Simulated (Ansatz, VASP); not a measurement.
# One calculation of AlN, two programs

```
CELL_PARAMETERS angstrom
0.00000 2.00893 2.00893
2.00893 0.00000 2.00893
2.00893 2.00893 0.00000
ATOMIC_POSITIONS crystal
Al 0.00000 0.00000 0.00000
N 0.50000 0.50000 0.50000
```

Alike in both runs: task single point; functional PBE; k mesh 10 × 10 × 10; no spin polarisation.

|  | VASP | Ansatz |
| --- | --- | --- |
| version | VASP 6.6.1 | Ansatz 0.2.0 |
| potentials or method | VASP PAW PBE potentials, release 64 (Al, N), cutoff 600 eV | scalar-relativistic, plane waves, PAW |
| occupations | gaussian, width 0.01 eV | fixed |
| valence electrons in the cell | 8 | 8 |

Ansatz gave:

```
gap on the k mesh at the Fermi level (eV) : 4.81
least direct gap on the mesh (eV)         : 5.94
pressure (GPa)                            : 10.6
```

Problem. Estimate VASP's values.

Solution. gap on the k mesh at the Fermi level (eV): 4.79; least direct gap on the mesh (eV): 5.95; pressure (GPa): 10.2.
